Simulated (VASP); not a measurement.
# AlN (F-43m) in VASP: G0W0 quasiparticle levels with PBE

Aim: the G0W0 quasiparticle levels of AlN with PBE.

All numbers are computed with VASP 6.6.1; they aren't measurements. Logs are shortened: lines on timing, memory, paths and dates and some standing lists are left out, and cuts for length are marked.

## 1. The cell of the first run

It takes space group F-43m (No. 216, cubic). Conventional cell: a = 4.239 Å, b = 4.239 Å, c = 4.239 Å, α = 90.00°, β = 90.00°, γ = 90.00°. Al (site symmetry -43m) has 4 N at 1.84 Å within 2.4 Å. Within 2.4 Å of N (site symmetry -43m) lie 4 Al at 1.84 Å.

## 2. G0W0 quasiparticle levels, PBE

The input, POSCAR:

```
AlN
1.0
    0.0000000000      2.1193301204      2.1193301204
    2.1193301204      0.0000000000      2.1193301204
    2.1193301204      2.1193301204      0.0000000000
Al N
1 1
Direct
    0.0000000000      0.0000000000      0.0000000000
    0.2500000000      0.2500000000      0.2500000000
```

The input, INCAR.step1:

```
  PREC = Accurate
  ENCUT = 500
  EDIFF = 1E-8
  ISMEAR = 0
  SIGMA = 0.01
  LREAL = F
  LASPH = T
  NELM = 80
  ALGO = Normal
  LWAVE = T
  LCHARG = F
  GGA = PE
```

The input, INCAR.step2:

```
  PREC = Accurate
  ENCUT = 500
  EDIFF = 1E-8
  ISMEAR = 0
  SIGMA = 0.01
  LREAL = F
  LASPH = T
  NELM = 1
  ALGO = Exact
  LWAVE = T
  LCHARG = F
  GGA = PE
  NBANDS = 83
  LOPTICS = T
  ISTART = 1
```

The input, INCAR.step3:

```
  PREC = Accurate
  ENCUT = 500
  EDIFF = 1E-8
  ISMEAR = 0
  SIGMA = 0.01
  LREAL = F
  LASPH = T
  ALGO = EVGW0
  LWAVE = F
  LCHARG = F
  GGA = PE
  NELMGW = 1
  NBANDS = 83
  ENCUTGW = 150.0
  NOMEGA = 96
  PRECFOCK = Fast
  ISTART = 1
  NBANDSGW = 12
  OMEGAMAX = 20
```

The input, KPOINTS:

```
regular mesh
0
Gamma
  6 6 6
```

Potentials or basis: VASP PAW PBE potentials, release 64 (Al_GW, N_GW).

Command:

```sh
cat potpaw_PBE.64/Al_GW/POTCAR potpaw_PBE.64/N_GW/POTCAR > POTCAR
cp INCAR.step1 INCAR
mpirun -np 1 vasp_std > vasp.out
cp INCAR.step2 INCAR
mpirun -np 1 vasp_std > vasp.out
cp INCAR.step3 INCAR
mpirun -np 1 vasp_std > vasp.out
```

OUTCAR:

```text
PREC = Accurate
   ENCUT = 500
   EDIFF = 1E-8
   ISMEAR = 0
   LREAL = F
   LASPH = T
   GGA = PE
   NELMGW = 1
   ENCUTGW = 150.0
   PRECFOCK = Fast
   ISTART = 1

 ion  position               nearest neighbor table
   1  0.000  0.000  0.000-   2 1.84   2 1.84   2 1.84   2 1.84
   2  0.250  0.250  0.250-   1 1.84   1 1.84   1 1.84   1 1.84

  LATTYP: Found a face centered cubic cell.
 ALAT       =     4.2386602408

  Lattice vectors:

 A1 = (   0.0000000000,   2.1193301204,   2.1193301204)
 A2 = (   2.1193301204,   0.0000000000,   2.1193301204)
 A3 = (   2.1193301204,   2.1193301204,   0.0000000000)

Analysis of symmetry for initial positions (statically):
=====================================================================
 Subroutine PRICEL returns:
 Original cell was already a primitive cell.

 Routine SETGRP: Setting up the symmetry group for a
 face centered cubic supercell.

 Subroutine GETGRP returns: Found 24 space group operations
 (whereof 24 operations were pure point group operations)
 out of a pool of 48 trial point group operations.

The static configuration has the point symmetry T_d .

Analysis of symmetry for dynamics (positions and initial velocities):
=====================================================================
 Subroutine PRICEL returns:
 Original cell was already a primitive cell.

 Routine SETGRP: Setting up the symmetry group for a
 face centered cubic supercell.

 Subroutine GETGRP returns: Found 24 space group operations
 (whereof 24 operations were pure point group operations)
 out of a pool of 48 trial point group operations.

The dynamic configuration has the point symmetry T_d .

 Subroutine INISYM returns: Found 24 space group operations
 (whereof 24 operations are pure point group operations),
 and found     1 'primitive' translations

----------------------------------------------------------------------------------------

                                     Primitive cell

  volume of cell :      19.0382

  direct lattice vectors                    reciprocal lattice vectors
     0.000000000  2.119330120  2.119330120    -0.235923604  0.235923604  0.235923604
     2.119330120  0.000000000  2.119330120     0.235923604 -0.235923604  0.235923604
     2.119330120  2.119330120  0.000000000     0.235923604  0.235923604 -0.235923604

  length of vectors
     2.997185399  2.997185399  2.997185399     0.408631669  0.408631669  0.408631669

  position of ions in fractional coordinates (direct lattice)
     0.000000000  0.000000000  0.000000000
     0.250000000  0.250000000  0.250000000

  ion indices of the primitive-cell ions
   primitive index   ion index
                 1           1
                 2           2

----------------------------------------------------------------------------------------

 KPOINTS: regular mesh

Automatic generation of k-mesh.
 Grid dimensions read from file:
 generate k-points for:    6    6    6

 Generating k-lattice:

  Cartesian coordinates                     Fractional coordinates (reciprocal lattice)
    -0.039320601  0.039320601  0.039320601     0.166666667  0.000000000  0.000000000
     0.039320601 -0.039320601  0.039320601     0.000000000  0.166666667  0.000000000
     0.039320601  0.039320601 -0.039320601     0.000000000  0.000000000  0.166666667

  Length of vectors
     0.068105278  0.068105278  0.068105278

  Shift w.r.t. Gamma in fractional coordinates (k-lattice)
     0.000000000  0.000000000  0.000000000

 Subroutine IBZKPT returns following result:
 ===========================================

 Found     16 irreducible k-points:

 Following reciprocal coordinates:
            Coordinates               Weight
  0.000000  0.000000  0.000000      1.000000
  0.166667  0.000000  0.000000      8.000000
  0.333333  0.000000  0.000000      8.000000
  0.500000  0.000000  0.000000      4.000000
  0.166667  0.166667  0.000000      6.000000
  0.333333  0.166667  0.000000     24.000000
[... 8 lines left out ...]
 -0.333333  0.333333  0.166667     24.000000
 -0.333333  0.500000  0.166667     12.000000
   k-points           NKPTS =     16   k-points in BZ     NKDIM =    216   number of bands    NBANDS=     83
   number of dos      NEDOS =    301   number of ions     NIONS =      2
   total plane-waves  NPLWV =  13824
   dimension x,y,z NGX =    24 NGY =   24 NGZ =   24
   dimension x,y,z NGXF=    48 NGYF=   48 NGZF=   48
   ions per type =               1   1
   NGX,Y,Z   is equivalent  to a cutoff of  13.31, 13.31, 13.31 a.u.
   NGXF,Y,Z  is equivalent  to a cutoff of  26.62, 26.62, 26.62 a.u.
 SYSTEM =  unknown system
   PREC   = accura    normal or accurate (medium, high low for compatibility)
   ISTART =      1    job   : 0-new  1-cont  2-samecut
   ICHARG =      0    charge: 1-file 2-atom 10-const
   ISPIN  =      1    spin polarized calculation?
   LNONCOLLINEAR =      F non collinear calculations
   LSORBIT =      F    spin-orbit coupling
   LASPH  =      T    aspherical Exc in radial PAW
   ENCUT  =  500.0 eV  36.75 Ry    6.06 a.u.   5.46  5.46  5.46*2*pi/ulx,y,z
   NELM   =     60;   NELMIN=  2; NELMDL=  0     # of ELM steps
   EDIFF  = 0.1E-07   stopping-criterion for ELM
   LREAL  =      F    real-space projection
   EDIFFG = 0.1E-06   stopping-criterion for IOM
   NSW    =      0    number of steps for IOM
   IBRION =     -1    ionic relax: 0-MD 1-quasi-New 2-CG
   NFREE  =      0    steps in history (QN), initial steepest desc. (CG)
   ISIF   =      0    stress and relaxation
   ISYM   =      3    0-nonsym 1-usesym 2-fastsym
   POTIM  = 0.5000    time-step for ionic-motion
   TEBEG  =    0.0;   TEEND  =   0.0 temperature during run
   PSTRESS=    0.0 pullay stress
   NELECT =       8.0000    total number of electrons
   NUPDOWN=      -1.0000    fix difference up-down
   EMIN   =  10.00;   EMAX   =-10.00  energy-range for DOS
   EFERMI =   0.00;   METHOD = LEGACY
   ISMEAR =     0;   SIGMA  =   0.01  broadening in eV -4-tet -1-fermi 0-gaus
   EFERMI_NEDOS =   21; number of points for ismear=-14 and -15
   IALGO  =     38    algorithm
   IMIX   =      4    mixing-type and parameters
     AMIX     =   0.40;   BMIX     =  1.00
     AMIX_MAG =   1.60;   BMIX_MAG =  1.00
  volume/ion in A,a.u.               =       9.52        64.24
  Fermi-wavevector in a.u.,A,eV,Ry     =   1.226204  2.317190 20.457412  1.503577
  Thomas-Fermi vector in A             =   2.361214
   LORBIT       =      0    0 simple, 1 ext, 2 COOP (PROOUT), +10 PAW based schemes
   GGA     = PE    functional components
   LHFCALC =     T    Hartree Fock is set to
   PRECFOCK=fast      Normal, Fast or Accurate (Low or Medium for compatibility)
   ENCUT4O =  -1.0   cutoff for four orbital integrals eV
   NKREDX  =     1    reduce k-point grid by
   NKREDY  =     1    reduce k-point grid by
   NKREDZ  =     1    reduce k-point grid by
   AEXX    =    1.0000 exact exchange contribution
   HFSCREEN=    0.0000 screening length (either q_TF or 0.3 A-1)
   HFSCREENC=   0.0000 screening length for correlation (either q_TF or 0.3 A-1)
   ENCUTFOCK=  -1.0 apply spherical cutoff to Coloumb kernel
   IVDW    =     0    specifies the selected vdW correction
   LEPSILON=     F    determine dielectric tensor
   LRPA    =     F    only Hartree local field effects (RPA)
   LRPAFORCE           =     F    calculate RPA forces
   ENCUTGW             = 150.0    cutoff for response function in eV
   ENCUTGWSOFT         = 120.0    soft cutoff for Coulomb kernel in GW response function in eV
   ENCUTLF             =  -1.0    cutoff for local field effects
   NELMGW              =     1    number of iterations in solving QP/BSE equation
   NELMHF              =     1    number of iterations in the inner HF iteration
   NKREDLFX            =     1    NKREDLFY  =   1   NKREDLFZ  =   1
 non-spin polarized calculation
 Gauss-broadening in eV      SIGMA  =   0.01
  energy-cutoff  :      500.00
  volume of cell :       19.04
 maximum number of plane-waves:       531
 NGX is ok and might be reduce to    24
  NGX = 14; NGY = 14; NGZ = 14
   NGX = 11   NGY = 11   NGZ = 11
 maximum number of plane-waves:        84
 NGX is ok and might be reduce to    14

 QP shifts <psi_nk| G(iteration)W_0 |psi_nk>: iteration 1
 for sc-GW calculations column KS-energies equals QP-energies in previous step
 and V_xc(KS)=  KS-energies - (<T + V_ion + V_H > + <T+V_H+V_ion>^1  + <V_x>^1)

 k-point   1 :       0.0000    0.0000    0.0000
  band No.  KS-energies  QP-energies   sigma(KS)   V_xc(KS)     V^pw_x(r,r')   Z            occupation Imag(sigma)

      1      -9.7930     -11.3390     -16.9854     -14.8813     -25.0367       0.7348       2.0000       1.2368
      2       5.7366       4.8179     -18.1630     -16.9944     -21.1645       0.7862       2.0000       0.0344
      3       5.7366       4.8179     -18.1630     -16.9944     -21.1645       0.7862       2.0000       0.0344
      4       5.7366       4.8179     -18.1630     -16.9944     -21.1645       0.7862       2.0000       0.0344
      5      10.7482      11.5368     -11.8623     -12.8305      -7.9295       0.8145       0.0000      -0.0483
      6      19.2041      20.2480      -9.3090     -10.5997      -4.2292       0.8088       0.0000      -0.0858
      7      19.2041      20.2480      -9.3090     -10.5997      -4.2292       0.8088       0.0000      -0.0858
      8      19.2041      20.2480      -9.3090     -10.5997      -4.2292       0.8088       0.0000      -0.0858
      9      24.1578      25.2285      -9.4530     -10.7990      -3.8845       0.7955       0.0000      -0.2222
     10      24.1578      25.2285      -9.4530     -10.7990      -3.8845       0.7955       0.0000      -0.2222
     11      25.7393      26.2769      -9.2776      -9.9570      -2.6890       0.7914       0.0000      -0.7184
     12      25.7393      26.2769      -9.2776      -9.9570      -2.6890       0.7914       0.0000      -0.7184

 k-point   2 :       0.1667    0.0000    0.0000
  band No.  KS-energies  QP-energies   sigma(KS)   V_xc(KS)     V^pw_x(r,r')   Z            occupation Imag(sigma)
[... 225 lines left out ...]
      1      -6.6898      -8.0871     -18.9191     -17.0228     -26.5242       0.7368       2.0000       0.8213
      2       1.1820      -0.1033     -15.6750     -13.9443     -19.5408       0.7426       2.0000       0.0855
      3       2.7831       1.5577     -16.3498     -14.7473     -19.8241       0.7647       2.0000       0.0571
      4       3.0513       1.8539     -15.8105     -14.2605     -18.9923       0.7726       2.0000       0.0497
      5      11.1589      11.8515     -10.5912     -11.4401      -6.6817       0.8159       0.0000      -0.0490
      6      16.6857      17.6679     -10.2420     -11.4500      -5.5469       0.8131       0.0000      -0.0644
      7      19.6587      20.6088     -10.0477     -11.2493      -4.3533       0.7907       0.0000      -0.2012
      8      19.9780      21.3959     -12.5575     -14.3934      -6.8123       0.7723       0.0000      -0.1558
      9      23.5051      24.5472     -10.5978     -11.9817      -4.0600       0.7531       0.0000      -0.3389
     10      27.0291      27.9551      -9.5233     -10.7111      -3.0742       0.7796       0.0000      -0.4765
     11      32.2157      33.5918     -11.1448     -12.8845      -4.1270       0.7911       0.0000      -0.9594
     12      33.0560      34.5144     -11.0098     -12.8504      -4.3299       0.7923       0.0000      -0.8887
```

Run time: 2.9 min. Hardware: 1 thread of Intel Xeon 6975P-C (Granite Rapids), shared host; peak memory 0.36 GiB.

Results:

- Quasiparticle gap: 4.76 eV
- Least direct quasiparticle gap: 6.72 eV
- Band gap of the starting levels on the mesh: 3.36 eV
- Least direct gap of the starting levels on the mesh: 5.01 eV

Caveat: the k points lie up to 0.43 Å⁻¹ apart; bands, screening cutoff and mesh are small and nothing is extrapolated, so the quasiparticle values aren't converged; the structure was generated, so it needn't be the stable form of AlN.
